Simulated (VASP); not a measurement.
# Al2Pt (Fm-3m) in VASP: single point with r2SCAN

Aim: the single point of Al2Pt with r2SCAN.

Program: VASP 6.6.1. These are calculated values, not measurements. Logs are shortened: lines on timing, memory, paths and dates and some standing lists are left out, and cuts for length are marked.

### Step 1. The cell of the first run

The structure is cubic, space group Fm-3m (No. 225). The conventional cell has a = 5.910 Å, b = 5.910 Å, c = 5.910 Å, α = 90.00°, β = 90.00°, γ = 90.00°. Al (site symmetry -43m) has 4 Pt at 2.56 Å and 6 Al at 2.96 Å within 3.4 Å. Within 3.4 Å of Pt (site symmetry m-3m) lie 8 Al at 2.56 Å.

### Step 2. Single point, r2SCAN

Input file POSCAR:

```
Al2Pt
1.0
    0.0000000000      2.9550000000      2.9550000000
    2.9550000000      0.0000000000      2.9550000000
    2.9550000000      2.9550000000      0.0000000000
Al Pt
2 1
Direct
    0.2500000000      0.2500000000      0.2500000000
    0.7500000000      0.7500000000      0.7500000000
    0.0000000000      0.0000000000      0.0000000000
```

Input file INCAR.step1:

```
SYSTEM = Al2Pt
ALGO = Normal
EDIFF = 1E-5
ENCUT = 550
GGA = PE
GGA_COMPAT = .FALSE.
ISMEAR = 0
LASPH = .TRUE.
LCHARG = .FALSE.
LREAL = .FALSE.
LWAVE = .TRUE.
NBANDS = 15
NELM = 120
PREC = Accurate
SIGMA = 0.1
```

Input file INCAR.step2:

```
SYSTEM = Al2Pt
ALGO = Normal
EDIFF = 1E-6
ENCUT = 550
GGA_COMPAT = .FALSE.
ISIF = 2
ISMEAR = 0
ISTART = 1
LASPH = .TRUE.
LCHARG = .TRUE.
LELF = .TRUE.
LMIXTAU = .TRUE.
LREAL = .FALSE.
LVHAR = .TRUE.
LWAVE = .FALSE.
METAGGA = R2SCAN
NBANDS = 15
NELM = 120
PREC = Accurate
SIGMA = 0.1
```

Input file KPOINTS:

```
k-points
0
G
  6 6 6
  0 0 0
```

Potentials or basis: VASP PAW PBE potentials, release 64 (Al, Pt).

Command:

```
> cat potpaw_PBE.64/Al/POTCAR potpaw_PBE.64/Pt/POTCAR > POTCAR
> cp INCAR.step1 INCAR
> mpirun -np 1 vasp_std > vasp.out
> cp INCAR.step2 INCAR
> mpirun -np 1 vasp_std > vasp.out
```

OUTCAR:

```text
SYSTEM = Al2Pt
   EDIFF = 1E-6
   ENCUT = 550
   ISIF = 2
   ISMEAR = 0
   ISTART = 1
   LASPH = .TRUE.
   LREAL = .FALSE.
   METAGGA = R2SCAN
   NELM = 120
   PREC = Accurate

 ion  position               nearest neighbor table
   1  0.250  0.250  0.250-   3 2.56   3 2.56   3 2.56   3 2.56   2 2.96   2 2.96   2 2.96   2 2.96
                             2 2.96   2 2.96
   2  0.750  0.750  0.750-   3 2.56   3 2.56   3 2.56   3 2.56   1 2.96   1 2.96   1 2.96   1 2.96
                             1 2.96   1 2.96
   3  0.000  0.000  0.000-   2 2.56   2 2.56   2 2.56   1 2.56   2 2.56   1 2.56   1 2.56   1 2.56

  LATTYP: Found a face centered cubic cell.
 ALAT       =     5.9100000000

  Lattice vectors:

 A1 = (   0.0000000000,   2.9550000000,   2.9550000000)
 A2 = (   2.9550000000,   0.0000000000,   2.9550000000)
 A3 = (   2.9550000000,   2.9550000000,   0.0000000000)

Analysis of symmetry for initial positions (statically):
=====================================================================
 Subroutine PRICEL returns:
 Original cell was already a primitive cell.

 Routine SETGRP: Setting up the symmetry group for a
 face centered cubic supercell.

 Subroutine GETGRP returns: Found 48 space group operations
 (whereof 48 operations were pure point group operations)
 out of a pool of 48 trial point group operations.

The static configuration has the point symmetry O_h .

Analysis of symmetry for dynamics (positions and initial velocities):
=====================================================================
 Subroutine PRICEL returns:
 Original cell was already a primitive cell.

 Routine SETGRP: Setting up the symmetry group for a
 face centered cubic supercell.

 Subroutine GETGRP returns: Found 48 space group operations
 (whereof 48 operations were pure point group operations)
 out of a pool of 48 trial point group operations.

The dynamic configuration has the point symmetry O_h .

 Subroutine INISYM returns: Found 48 space group operations
 (whereof 48 operations are pure point group operations),
 and found     1 'primitive' translations

----------------------------------------------------------------------------------------

                                     Primitive cell

  volume of cell :      51.6063

  direct lattice vectors                    reciprocal lattice vectors
     0.000000000  2.955000000  2.955000000    -0.169204738  0.169204738  0.169204738
     2.955000000  0.000000000  2.955000000     0.169204738 -0.169204738  0.169204738
     2.955000000  2.955000000  0.000000000     0.169204738  0.169204738 -0.169204738

  length of vectors
     4.179001077  4.179001077  4.179001077     0.293071203  0.293071203  0.293071203

  position of ions in fractional coordinates (direct lattice)
     0.250000000  0.250000000  0.250000000
     0.750000000  0.750000000  0.750000000
     0.000000000  0.000000000  0.000000000

  ion indices of the primitive-cell ions
   primitive index   ion index
                 1           1
                 2           2
                 3           3

----------------------------------------------------------------------------------------

 KPOINTS: k-points

Automatic generation of k-mesh.
 Grid dimensions read from file:
 generate k-points for:    6    6    6

 Generating k-lattice:

  Cartesian coordinates                     Fractional coordinates (reciprocal lattice)
    -0.028200790  0.028200790  0.028200790     0.166666667  0.000000000  0.000000000
     0.028200790 -0.028200790  0.028200790     0.000000000  0.166666667  0.000000000
     0.028200790  0.028200790 -0.028200790     0.000000000  0.000000000  0.166666667

  Length of vectors
     0.048845200  0.048845200  0.048845200

  Shift w.r.t. Gamma in fractional coordinates (k-lattice)
     0.000000000  0.000000000  0.000000000

 Subroutine IBZKPT returns following result:
 ===========================================

 Found     16 irreducible k-points:

 Following reciprocal coordinates:
            Coordinates               Weight
  0.000000  0.000000  0.000000      1.000000
  0.166667  0.000000  0.000000      8.000000
  0.333333  0.000000  0.000000      8.000000
  0.500000  0.000000  0.000000      4.000000
  0.166667  0.166667  0.000000      6.000000
  0.333333  0.166667  0.000000     24.000000
[... 8 lines left out ...]
 -0.333333  0.333333  0.166667     24.000000
 -0.333333  0.500000  0.166667     12.000000
   k-points           NKPTS =     16   k-points in BZ     NKDIM =     16   number of bands    NBANDS=     15
   number of dos      NEDOS =    301   number of ions     NIONS =      3
   total plane-waves  NPLWV =  32768
   dimension x,y,z NGX =    32 NGY =   32 NGZ =   32
   dimension x,y,z NGXF=    64 NGYF=   64 NGZF=   64
   ions per type =               2   1
   NGX,Y,Z   is equivalent  to a cutoff of  12.73, 12.73, 12.73 a.u.
   NGXF,Y,Z  is equivalent  to a cutoff of  25.46, 25.46, 25.46 a.u.
 SYSTEM =  Al2Pt
   PREC   = accura    normal or accurate (medium, high low for compatibility)
   ISTART =      1    job   : 0-new  1-cont  2-samecut
   ICHARG =      0    charge: 1-file 2-atom 10-const
   ISPIN  =      1    spin polarized calculation?
   LNONCOLLINEAR =      F non collinear calculations
   LSORBIT =      F    spin-orbit coupling
   LASPH  =      T    aspherical Exc in radial PAW
   ENCUT  =  550.0 eV  40.42 Ry    6.36 a.u.   7.99  7.99  7.99*2*pi/ulx,y,z
   NELM   =    120;   NELMIN=  2; NELMDL=  0     # of ELM steps
   EDIFF  = 0.1E-05   stopping-criterion for ELM
   LREAL  =      F    real-space projection
   EDIFFG = 0.1E-04   stopping-criterion for IOM
   NSW    =      0    number of steps for IOM
   IBRION =     -1    ionic relax: 0-MD 1-quasi-New 2-CG
   NFREE  =      0    steps in history (QN), initial steepest desc. (CG)
   ISIF   =      2    stress and relaxation
   ISYM   =      2    0-nonsym 1-usesym 2-fastsym
   POTIM  = 0.5000    time-step for ionic-motion
   TEBEG  =    0.0;   TEEND  =   0.0 temperature during run
   PSTRESS=    0.0 pullay stress
   NELECT =      16.0000    total number of electrons
   NUPDOWN=      -1.0000    fix difference up-down
   EMIN   =  10.00;   EMAX   =-10.00  energy-range for DOS
   EFERMI =   0.00;   METHOD = LEGACY
   ISMEAR =     0;   SIGMA  =   0.10  broadening in eV -4-tet -1-fermi 0-gaus
   EFERMI_NEDOS =   21; number of points for ismear=-14 and -15
   IALGO  =     38    algorithm
   IMIX   =      4    mixing-type and parameters
     AMIX     =   0.40;   BMIX     =  1.00
     AMIX_MAG =   1.60;   BMIX_MAG =  1.00
  volume/ion in A,a.u.               =      17.20       116.09
  Fermi-wavevector in a.u.,A,eV,Ry     =   1.108019  2.093853 16.703966  1.227707
  Thomas-Fermi vector in A             =   2.244541
   LORBIT       =      0    0 simple, 1 ext, 2 COOP (PROOUT), +10 PAW based schemes
   METAGGA = R2SCAN    functional components
   LHFCALC =     F    Hartree Fock is set to
   AEXX    =    0.0000 exact exchange contribution
   IVDW    =     0    specifies the selected vdW correction
   LEPSILON=     F    determine dielectric tensor
   LRPA    =     F    only Hartree local field effects (RPA)
 non-spin polarized calculation
 Gauss-broadening in eV      SIGMA  =   0.10
  energy-cutoff  :      550.00
  volume of cell :       51.61
 maximum number of plane-waves:      1527
   NGX = 15   NGY = 15   NGZ = 15

 number of electron      16.0000000 magnetization

 Free energy of the ion-electron system (eV)
  ---------------------------------------------------
  ext. energy  EPLUGINS =         0.00000000
  ---------------------------------------------------
  free energy    TOTEN  =       -67.92451343 eV

  energy without entropy =      -67.92138936  energy(sigma->0) =      -67.92295140

 E-fermi :   7.8045     XC(G=0): -11.4587

 val. band max:        7.7452682432   @ k =  -0.3333   0.3333   0.0000
 cond. band min:       8.0578902954   @ k =   0.5000   0.3333   0.1667
 fundamental gap:      0.3126220522
 Fermi energy:         7.8045078601

 k-point     1 :       0.0000    0.0000    0.0000
  band No.  band energies     occupation
      1      -2.9501      2.00000
      2       2.4656      2.00000
      3       2.4656      2.00000
      4       2.4656      2.00000
      5       3.8788      2.00000
      6       3.8788      2.00000
      7      11.4677      0.00000
      8      11.7654      0.00000
      9      11.7655      0.00000
     10      11.7655      0.00000
     11      13.5728      0.00000
     12      13.5728      0.00000
     13      13.5728      0.00000
     14      14.7002      0.00000
     15      14.7002      0.00000

 k-point     2 :       0.1667    0.0000    0.0000
  band No.  band energies     occupation
      1      -2.5505      2.00000
      2       2.2625      2.00000
      3       2.5904      2.00000
      4       2.5904      2.00000
      5       3.8491      2.00000
      6       3.8492      2.00000
      7       8.6382      0.00000
      8      10.8684      0.00000
      9      10.8684      0.00000
     10      11.8909      0.00000
     11      14.0312      0.00000
     12      14.0312      0.00000
     13      14.1172      0.00000
     14      14.6483      0.00000
     15      14.6483      0.00000
[... 221 lines left out ...]
      3       2.5542      2.00000
      4       2.9673      2.00000
      5       3.4535      2.00000
      6       4.1328      2.00000
      7       4.5919      2.00000
      8       5.9342      2.00000
      9       7.4235      2.00000
     10      12.5048      0.00000
     11      13.4183      0.00000
     12      14.8912      0.00000
     13      15.6051      0.00000
     14      17.0678      0.00000
     15      18.5513      0.00000

 k-point    16 :      -0.3333    0.5000    0.1667
  band No.  band energies     occupation
      1       1.4847      2.00000
      2       1.6206      2.00000
      3       1.6435      2.00000
      4       3.0304      2.00000
      5       3.8213      2.00000
      6       4.3490      2.00000
      7       4.3509      2.00000
      8       5.4393      2.00000
      9       6.7379      2.00000
     10      12.3663      0.00000
     11      12.9034      0.00000
     12      14.6352      0.00000
     13      16.4278      0.00000
     14      18.7638      0.00000
     15      19.9633      0.00000

------------------------ aborting loop because EDIFF is reached ----------------------------------------

  FORCE on cell =-STRESS in cart. coord.  units (eV):
  Direction    XX          YY          ZZ          XY          YZ          ZX
  --------------------------------------------------------------------------------------
  -------------------------------------------------------------------------------------
  Total       -0.2295646     -0.2295646     -0.2295646      0.0000000      0.0000000     -0.0000000
  in kB       -7.1271041     -7.1271041     -7.1271041      0.0000000      0.0000000     -0.0000000
  external PRESSURE =      -7.1271041 kB  Pullay stress =       0.0000000 kB

 VOLUME and BASIS-vectors are now :
 -----------------------------------------------------------------------------
  energy-cutoff  :      550.00
  volume of cell :       51.61
      direct lattice vectors                 reciprocal lattice vectors
     0.000000000  2.955000000  2.955000000    -0.169204738  0.169204738  0.169204738
     2.955000000  0.000000000  2.955000000     0.169204738 -0.169204738  0.169204738
     2.955000000  2.955000000  0.000000000     0.169204738  0.169204738 -0.169204738

 POSITION                                       TOTAL-FORCE (eV/Angst)
 -----------------------------------------------------------------------------------
      1.47750      1.47750      1.47750         0.000000      0.000000      0.000000
      4.43250      4.43250      4.43250        -0.000000     -0.000000     -0.000000
      0.00000      0.00000      0.00000         0.000000     -0.000000     -0.000000
 -----------------------------------------------------------------------------------
    total drift:                                0.000000     -0.000000      0.000000

  FREE ENERGIE OF THE ION-ELECTRON SYSTEM (eV)
  ---------------------------------------------------
  free  energy   TOTEN  =       -67.9245134331 eV

  energy  without entropy=      -67.9213893585  energy(sigma->0) =      -67.92295140
```

Wall time 38 s (1 thread of Intel Xeon Platinum 8259CL at 2.50GHz (Skylake/Cascade Lake), shared host); peak memory 0.19 GiB.

What came out:

* Free energy: -67.9245 eV
* Pressure: -0.7 GPa
* Band gap on the k mesh: zero (bands 8 and 9 overlap by 5.68 eV)

Caveat: the PAW data sets were made with another functional, which shifts forces and pressure a little; spin-orbit coupling is left out, which moves the levels of the heavy elements.

The gap in the log of VASP goes by the Fermi energy; the results here count the filled bands.